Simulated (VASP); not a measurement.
# Sm2B2Rh (P6/mmm) in VASP: further runs

Runs on Sm2B2Rh. Level: PBE. Tasks: single point, relaxation of cell and atoms.

Program: VASP 6.6.1. These are calculated values, not measurements. Logs are shortened: lines on timing, memory, paths and dates and some standing lists are left out, and cuts for length are marked.

## Step 1: The cell of the first run

The structure is hexagonal, space group P6/mmm (No. 191). Conventional cell: a = 4.809 Å, b = 4.809 Å, c = 5.460 Å, α = 90.00°, β = 90.00°, γ = 120.00°. Sm (site symmetry -6m2) has 3 Sm at 2.78 Å and 6 B at 2.88 Å within 3.7 Å. Within 2.1 Å of B (site symmetry 6mm) lie 1 B at 1.56 Å and 1 Rh at 1.95 Å. Within 2.6 Å of Rh (site symmetry 6/mmm) lie 2 B at 1.95 Å.

## Step 2: Single point, PBE

INCAR reads:

```
SYSTEM = Sm2B2Rh
  ALGO = Normal
  EDIFF = 1E-6
  ENCUT = 500
  GGA = PE
  GGA_COMPAT = .False.
  ISIF = 2
  ISMEAR = 0
  LASPH = .True.
  LCHARG = .True.
  LELF = .True.
  LMAXMIX = 6
  LREAL = .False.
  LVHAR = .True.
  LWAVE = .False.
  NBANDS = 54
  NELM = 200
  PREC = Accurate
  SIGMA = 0.2
```

KPOINTS reads:

```
k-points
0
Gamma
  4 4 4
  0 0 0
```

POSCAR reads:

```
Sm2B2Rh
1.0
   -2.4047497009      4.1651486614      0.0000000000
    0.0000000000      0.0000000000      5.4597043122
    7.2142491027      4.1651486615      0.0000000000
Sm B Rh
4 4 2
Direct
    0.5000000000      0.5000000000      0.1666666667
    0.0000000000      0.5000000000      0.6666666667
    0.0000000000      0.5000000000      0.3333333333
    0.5000000000      0.5000000000      0.8333333333
    0.5000000000      0.6427123031      0.5000000000
    0.0000000000      0.6427123031      0.0000000000
    1.0000000000      0.3572876969      0.0000000000
    0.5000000000      0.3572876969      0.5000000000
    0.5000000000      0.0000000000      0.5000000000
    0.0000000000      0.0000000000      0.0000000000
```

Potentials or basis: VASP PAW PBE potentials, release 64 (Sm_3, B, Rh_pv), 4f in core.

Run with:

```bash
$ cat potpaw_PBE.64/Sm_3/POTCAR potpaw_PBE.64/B/POTCAR potpaw_PBE.64/Rh_pv/POTCAR > POTCAR
$ mpirun -np 1 vasp_std > vasp.out
```

OUTCAR:

```text
SYSTEM = Sm2B2Rh
   EDIFF = 1E-6
   ENCUT = 500
   GGA = PE
   ISIF = 2
   ISMEAR = 0
   LASPH = .True.
   LREAL = .False.
   NELM = 200
   PREC = Accurate

 ion  position               nearest neighbor table
   1  0.500  0.500  0.167-   3 2.78   3 2.78   4 2.78   8 2.88   5 2.88   6 2.88   7 2.88   6 2.88
                             7 2.88
   2  0.000  0.500  0.667-   4 2.78   4 2.78   3 2.78   7 2.88   6 2.88   8 2.88   5 2.88   5 2.88
                             8 2.88
   3  0.000  0.500  0.333-   1 2.78   1 2.78   2 2.78   7 2.88   6 2.88   5 2.88   8 2.88   8 2.88
                             5 2.88
   4  0.500  0.500  0.833-   2 2.78   2 2.78   1 2.78   8 2.88   5 2.88   6 2.88   7 2.88   6 2.88
                             7 2.88
   5  0.500  0.643  0.500-   8 1.56   9 1.95   1 2.88   4 2.88   3 2.88   2 2.88   2 2.88   3 2.88

   6  0.000  0.643  0.000-   7 1.56  10 1.95   2 2.88   3 2.88   4 2.88   1 2.88   1 2.88   4 2.88

   7  0.000  0.357  0.000-   6 1.56  10 1.95   2 2.88   3 2.88   4 2.88   1 2.88   1 2.88   4 2.88

   8  0.500  0.357  0.500-   5 1.56   9 1.95   1 2.88   4 2.88   3 2.88   2 2.88   2 2.88   3 2.88

   9  0.500  0.000  0.500-   5 1.95   8 1.95
  10  0.000  0.000  0.000-   6 1.95   7 1.95

  LATTYP: Found a simple orthorhombic cell.
 ALAT       =     4.8094994018
 B/A-ratio  =     1.1351918061
 C/A-ratio  =     1.7320508076

  Lattice vectors:

 A1 = (  -2.4047497009,   4.1651486614,   0.0000000000)
 A2 = (   0.0000000000,   0.0000000000,   5.4597043122)
 A3 = (   7.2142491027,   4.1651486615,   0.0000000000)

Analysis of symmetry for initial positions (statically):
=====================================================================
 Subroutine PRICEL returns following result:

  LATTYP: Found a hexagonal cell.
 ALAT       =     4.8094994018
 C/A-ratio  =     1.1351918061

  Lattice vectors:

 A1 = (   2.4047497009,   4.1651486615,   0.0000000000)
 A2 = (  -4.8094994018,  -0.0000000001,   0.0000000000)
 A3 = (   0.0000000000,   0.0000000000,   5.4597043122)

   2 primitive cells build up your supercell.

 Routine SETGRP: Setting up the symmetry group for a
 simple orthorhombic supercell.

 Subroutine GETGRP returns: Found  8 space group operations
 (whereof  8 operations were pure point group operations)
 out of a pool of  8 trial point group operations.

The static configuration has the point symmetry D_2h.

Analysis of symmetry for dynamics (positions and initial velocities):
=====================================================================
 Subroutine PRICEL returns following result:

  LATTYP: Found a hexagonal cell.
 ALAT       =     4.8094994018
 C/A-ratio  =     1.1351918061

  Lattice vectors:

 A1 = (   2.4047497009,   4.1651486615,   0.0000000000)
 A2 = (  -4.8094994018,  -0.0000000001,   0.0000000000)
 A3 = (   0.0000000000,   0.0000000000,   5.4597043122)

   2 primitive cells build up your supercell.

 Routine SETGRP: Setting up the symmetry group for a
 simple orthorhombic supercell.

 Subroutine GETGRP returns: Found  8 space group operations
 (whereof  8 operations were pure point group operations)
 out of a pool of  8 trial point group operations.

The dynamic configuration has the point symmetry D_2h.

 Subroutine INISYM returns: Found  8 space group operations
 (whereof  8 operations are pure point group operations),
 and found     2 'primitive' translations

----------------------------------------------------------------------------------------

                                     Primitive cell

  volume of cell :     109.3703

  direct lattice vectors                    reciprocal lattice vectors
     2.404749701  4.165148661  0.000000000    -0.000000000  0.240087469  0.000000000
    -4.809499402 -0.000000000  0.000000000    -0.207921847  0.120043734  0.000000000
     0.000000000  0.000000000  5.459704312     0.000000000  0.000000000  0.183160102

  length of vectors
     4.809499402  4.809499402  5.459704312     0.240087469  0.240087469  0.183160102

  position of ions in fractional coordinates (direct lattice)
     0.666666667  0.333333333  0.500000000
     0.333333333  0.666666667  0.500000000
     1.000000000  1.000000000  0.642712303
     1.000000000  1.000000000  0.357287697
     1.000000000  1.000000000  0.000000000

  ion indices of the primitive-cell ions
   primitive index   ion index
                 1           1
                 2           4
                 3           5
                 4           8
                 5           9

----------------------------------------------------------------------------------------

 KPOINTS: k-points

Automatic generation of k-mesh.
 Grid dimensions read from file:
 generate k-points for:    4    4    4

 Generating k-lattice:

  Cartesian coordinates                     Fractional coordinates (reciprocal lattice)
    -0.025990231  0.045016400  0.000000000     0.250000000  0.000000000 -0.000000000
     0.000000000  0.000000000  0.045790026     0.000000000  0.250000000  0.000000000
     0.025990231  0.015005467  0.000000000     0.000000000  0.000000000  0.250000000

  Length of vectors
     0.051980462  0.045790026  0.030010934

  Shift w.r.t. Gamma in fractional coordinates (k-lattice)
     0.000000000  0.000000000  0.000000000

 Subroutine IBZKPT returns following result:
 ===========================================

 Found     27 irreducible k-points:

 Following reciprocal coordinates:
            Coordinates               Weight
  0.000000  0.000000  0.000000      1.000000
  0.250000  0.000000 -0.000000      2.000000
  0.500000  0.000000 -0.000000      1.000000
  0.000000  0.250000  0.000000      2.000000
  0.250000  0.250000 -0.000000      4.000000
  0.500000  0.250000 -0.000000      2.000000
[... 16 lines left out ...]
  0.250000  0.250000  0.500000      4.000000
  0.500000  0.250000  0.500000      2.000000
 [... further k-points ...]
   k-points           NKPTS =     27   k-points in BZ     NKDIM =     27   number of bands    NBANDS=     54
   number of dos      NEDOS =    301   number of ions     NIONS =     10
   total plane-waves  NPLWV =  92160
   dimension x,y,z NGX =    36 NGY =   40 NGZ =   64
   dimension x,y,z NGXF=    72 NGYF=   80 NGZF=  128
   ions per type =               4   4   2
   NGX,Y,Z   is equivalent  to a cutoff of  12.44, 12.18, 12.77 a.u.
   NGXF,Y,Z  is equivalent  to a cutoff of  24.89, 24.36, 25.54 a.u.
 SYSTEM =  Sm2B2Rh
   PREC   = accura    normal or accurate (medium, high low for compatibility)
   ISTART =      0    job   : 0-new  1-cont  2-samecut
   ICHARG =      2    charge: 1-file 2-atom 10-const
   ISPIN  =      1    spin polarized calculation?
   LNONCOLLINEAR =      F non collinear calculations
   LSORBIT =      F    spin-orbit coupling
   LASPH  =      T    aspherical Exc in radial PAW
   ENCUT  =  500.0 eV  36.75 Ry    6.06 a.u.   8.77  9.95 15.19*2*pi/ulx,y,z
   NELM   =    200;   NELMIN=  2; NELMDL= -5     # of ELM steps
   EDIFF  = 0.1E-05   stopping-criterion for ELM
   LREAL  =      F    real-space projection
   EDIFFG = 0.1E-04   stopping-criterion for IOM
   NSW    =      0    number of steps for IOM
   IBRION =     -1    ionic relax: 0-MD 1-quasi-New 2-CG
   NFREE  =      0    steps in history (QN), initial steepest desc. (CG)
   ISIF   =      2    stress and relaxation
   ISYM   =      2    0-nonsym 1-usesym 2-fastsym
   POTIM  = 0.5000    time-step for ionic-motion
   TEBEG  =    0.0;   TEEND  =   0.0 temperature during run
   PSTRESS=    0.0 pullay stress
   NELECT =      86.0000    total number of electrons
   NUPDOWN=      -1.0000    fix difference up-down
   EMIN   =  10.00;   EMAX   =-10.00  energy-range for DOS
   EFERMI =   0.00;   METHOD = LEGACY
   ISMEAR =     0;   SIGMA  =   0.20  broadening in eV -4-tet -1-fermi 0-gaus
   EFERMI_NEDOS =   21; number of points for ismear=-14 and -15
   IALGO  =     38    algorithm
   IMIX   =      4    mixing-type and parameters
     AMIX     =   0.40;   BMIX     =  1.00
     AMIX_MAG =   1.60;   BMIX_MAG =  1.00
  volume/ion in A,a.u.               =      21.87       147.61
  Fermi-wavevector in a.u.,A,eV,Ry     =   1.199309  2.266366 19.569837  1.438342
  Thomas-Fermi vector in A             =   2.335175
   LORBIT       =      0    0 simple, 1 ext, 2 COOP (PROOUT), +10 PAW based schemes
   GGA     = PE    functional components
   LHFCALC =     F    Hartree Fock is set to
   AEXX    =    0.0000 exact exchange contribution
   IVDW    =     0    specifies the selected vdW correction
   LEPSILON=     F    determine dielectric tensor
   LRPA    =     F    only Hartree local field effects (RPA)
 non-spin polarized calculation
 Gauss-broadening in eV      SIGMA  =   0.20
  energy-cutoff  :      500.00
  volume of cell :      218.74
 maximum number of plane-waves:      5576
 NGX is ok and might be reduce to    36

 number of electron      86.0000005 magnetization

 Free energy of the ion-electron system (eV)
  ---------------------------------------------------
  ext. energy  EPLUGINS =         0.00000000
  ---------------------------------------------------
  free energy    TOTEN  =       -53.79591109 eV

  energy without entropy =      -53.65345141  energy(sigma->0) =      -53.72468125

 E-fermi :   3.0929     XC(G=0):  -9.8240

 val. band max:        3.0823989235   @ k =   0.0000   0.2500   0.2500
 cond. band min:       3.0932244109   @ k =   0.2500   0.0000  -0.0000
 fundamental gap:      0.0108254874
 Fermi energy:         3.0928783104

 k-point     1 :       0.0000    0.0000    0.0000
  band No.  band energies     occupation
      1     -43.0251      2.00000
      2     -43.0251      2.00000
      3     -42.1954      2.00000
      4     -42.1952      2.00000
      5     -42.1819      2.00000
      6     -42.1818      2.00000
[... 46 lines left out ...]
     53       5.9685      0.00000
     54       6.1770      0.00000

 k-point     2 :       0.2500    0.0000   -0.0000
  band No.  band energies     occupation
      1     -43.0251      2.00000
      2     -43.0251      2.00000
      3     -42.1954      2.00000
      4     -42.1952      2.00000
      5     -42.1819      2.00000
      6     -42.1819      2.00000
[... 46 lines left out ...]
     53       5.2662      0.00000
     54       5.3933      0.00000

 k-point     3 :       0.5000    0.0000   -0.0000
  band No.  band energies     occupation
      1     -43.0251      2.00000
      2     -43.0251      2.00000
      3     -42.1953      2.00000
      4     -42.1953      2.00000
      5     -42.1820      2.00000
      6     -42.1820      2.00000
[... 46 lines left out ...]
     53       5.2888      0.00000
     54       5.2924      0.00000
[... 1084 lines left out ...]
 k-point    23 :       0.2500    0.2500    0.5000
  band No.  band energies     occupation
      1     -43.0251      2.00000
      2     -43.0251      2.00000
      3     -42.1953      2.00000
      4     -42.1953      2.00000
      5     -42.1819      2.00000
      6     -42.1819      2.00000
[... 46 lines left out ...]
     53       6.2946      0.00000
     54       6.2946      0.00000

 k-point    24 :       0.5000    0.2500    0.5000
  band No.  band energies     occupation
      1     -43.0251      2.00000
      2     -43.0251      2.00000
      3     -42.1953      2.00000
      4     -42.1953      2.00000
      5     -42.1820      2.00000
      6     -42.1820      2.00000
[... 46 lines left out ...]
     53       5.9985      0.00000
     54       5.9985      0.00000

 [... further k-points ...]

------------------------ aborting loop because EDIFF is reached ----------------------------------------

  FORCE on cell =-STRESS in cart. coord.  units (eV):
  Direction    XX          YY          ZZ          XY          YZ          ZX
  --------------------------------------------------------------------------------------
  -------------------------------------------------------------------------------------
  Total        0.7628397      0.9270635      0.2248957     -0.1422220      0.0000000     -0.0000000
  in kB        5.5874591      6.7903251      1.6472600     -1.0417126      0.0000000     -0.0000000
  external PRESSURE =       4.6750147 kB  Pullay stress =       0.0000000 kB

 VOLUME and BASIS-vectors are now :
 -----------------------------------------------------------------------------
  energy-cutoff  :      500.00
  volume of cell :      218.74
      direct lattice vectors                 reciprocal lattice vectors
    -2.404749701  4.165148661  0.000000000    -0.103960924  0.180065602  0.000000000
     0.000000000  0.000000000  5.459704312     0.000000000  0.000000000  0.183160102
     7.214249103  4.165148661  0.000000000     0.103960924  0.060021867  0.000000000

 POSITION                                       TOTAL-FORCE (eV/Angst)
 -----------------------------------------------------------------------------------
      0.00000      2.77677      2.72985        -0.008708     -0.005028      0.000000
      4.80950      2.77677      2.72985        -0.008708     -0.005028      0.000000
      2.40475      1.38838      2.72985         0.008708      0.005028      0.000000
      4.80950      5.55353      2.72985         0.008708      0.005028      0.000000
      2.40475      4.16515      3.50902        -0.000000      0.000000      0.059681
      0.00000      0.00000      3.50902        -0.000000      0.000000      0.059681
      0.00000      0.00000      1.95069         0.000000      0.000000     -0.059681
      2.40475      4.16515      1.95069         0.000000     -0.000000     -0.059681
      2.40475      4.16515      0.00000         0.000000      0.000000      0.000000
      0.00000      0.00000      0.00000         0.000000      0.000000      0.000000
 -----------------------------------------------------------------------------------
    total drift:                                0.000000      0.000000      0.000000

  FREE ENERGIE OF THE ION-ELECTRON SYSTEM (eV)
  ---------------------------------------------------
  free  energy   TOTEN  =       -53.7959110879 eV

  energy  without entropy=      -53.6534514055  energy(sigma->0) =      -53.72468125
```

It took 3.1 min on 1 thread of Intel Xeon 6975P-C (Granite Rapids), shared host; peak memory 0.44 GiB.

Results:

```
Free energy            : -53.7959 eV
Pressure               : 0.5 GPa
Largest force          : 0.060 eV/Å
Band gap on the k mesh : zero (bands 43 and 44 overlap by 1.16 eV)
```

Forces on the atoms (eV/Å):
```
Sm  -0.009 -0.005  0.000
Sm  -0.009 -0.005  0.000
Sm   0.009  0.005  0.000
Sm   0.009  0.005  0.000
B    0.000  0.000  0.060
B    0.000  0.000  0.060
B    0.000  0.000 -0.060
B    0.000  0.000 -0.060
Rh   0.000  0.000  0.000
Rh   0.000  0.000  0.000
```

Caveat: spin-orbit coupling is left out, which moves the levels of the heavy elements; the 4f electrons are frozen in the core, so they carry no moment and show no levels.

## Step 3: Relaxation of cell and atoms, PBE

This run uses another cell than the first one: it holds 5 atoms, not 10.

INCAR reads:

```
PREC = Accurate
ENCUT = 500
EDIFF = 1E-7
ISMEAR = 0
SIGMA = 0.1
LREAL = False
LASPH = True
NELM = 200
ALGO = Normal
ISIF = 3
LWAVE = False
LCHARG = False
GGA = PE
IBRION = 2
NSW = 100
EDIFFG = -0.01
GGA_COMPAT = False
NELMIN = 4
LMAXMIX = 6
```

KPOINTS reads:

```
regular mesh
0
Gamma
  12 12 8
```

POSCAR reads:

```
Sm2B2Rh
1.0
    4.7944145371      0.0000000000      0.0000000000
   -2.3972072686      4.1520847854      0.0000000000
    0.0000000000      0.0000000000      5.4629336718
Sm B Rh
2 2 1
Direct
    0.3333333333      0.6666666667      0.5000000000
    0.6666666667      0.3333333333      0.5000000000
    0.0000000000      0.0000000000      0.6429675194
    0.0000000000      0.0000000000      0.3570324806
    0.0000000000      0.0000000000      0.0000000000
```

Potentials or basis: VASP PAW PBE potentials, release 64 (Sm_3, B, Rh_pv), 4f in core.

Run with:

```bash
$ cat potpaw_PBE.64/Sm_3/POTCAR potpaw_PBE.64/B/POTCAR potpaw_PBE.64/Rh_pv/POTCAR > POTCAR
$ mpirun -np 1 vasp_std > vasp.out
```

Run time: 6.2 min. Hardware: 1 thread of Intel Xeon 6975P-C (Granite Rapids), shared host; peak memory 0.43 GiB.

Results (log left out):

```yaml
Free_energy: -26.8601 eV
Relaxed_volume: 22.03 Å³/atom
Relaxed_cell: a = 4.826 Å, b = 4.826 Å, c = 5.462 Å, α = 90.00°, β = 90.00°, γ = 120.00°
Space_group_after_relaxing_to_0.1_Å: P6/mmm (No. 191)
Energy_gained_by_relaxing: 1.0 meV/atom
Ionic_steps: 5
Pressure_after_relaxing: 0.0 GPa
Band_gap_on_the_k_mesh: zero (an odd number of electrons rules out a gap without spin polarisation)
```

Step by step:
```tsv
step	energy change (eV)	largest force (eV/Å)	pressure (GPa)	volume (Å³)
1	0.0000	0.0876	0.73	108.75
2	-0.0047	0.1582	-0.06	110.32
3	-0.0049	0.1149	0.07	110.05
4	-0.0045	0.1836	-0.14	110.38
5	-0.0051	0.0005	-0.01	110.17
```

Final structure:
```xyz
5
Lattice="4.8262 0.0000 0.0000 -2.4131 4.1796 0.0000 0.0000 0.0000 5.4619" Properties=species:S:1:pos:R:3 pbc="T T T"
Sm    0.0000    2.7864    2.7310
Sm    2.4131    1.3932    2.7310
B     4.8262    0.0000    3.5102
B     0.0000    0.0000    1.9517
Rh    0.0000    0.0000    0.0000
```

Levels at points of the mesh, in eV from the Fermi level:
```csv
k point,band 18,band 19,band 20,band 21,band 22,band 23,band 24,band 25
"(0.00, 0.00, 0.00)",-2.35,-2.29,-0.86,-0.86,0.32,0.32,1.87,2.77
"(0.50, 0.00, 0.00)",-2.41,-1.36,-0.66,-0.30,0.03,0.22,0.32,1.93
"(0.00, 0.00, 0.50)",-1.20,-0.94,-0.32,-0.32,0.73,0.73,0.95,0.95
"(0.50, 0.00, 0.50)",-0.74,-0.72,-0.67,-0.46,-0.31,-0.19,-0.08,2.34
```

Caveat: spin-orbit coupling is left out, which moves the levels of the heavy elements; the 4f electrons are frozen in the core, so they carry no moment and show no levels.
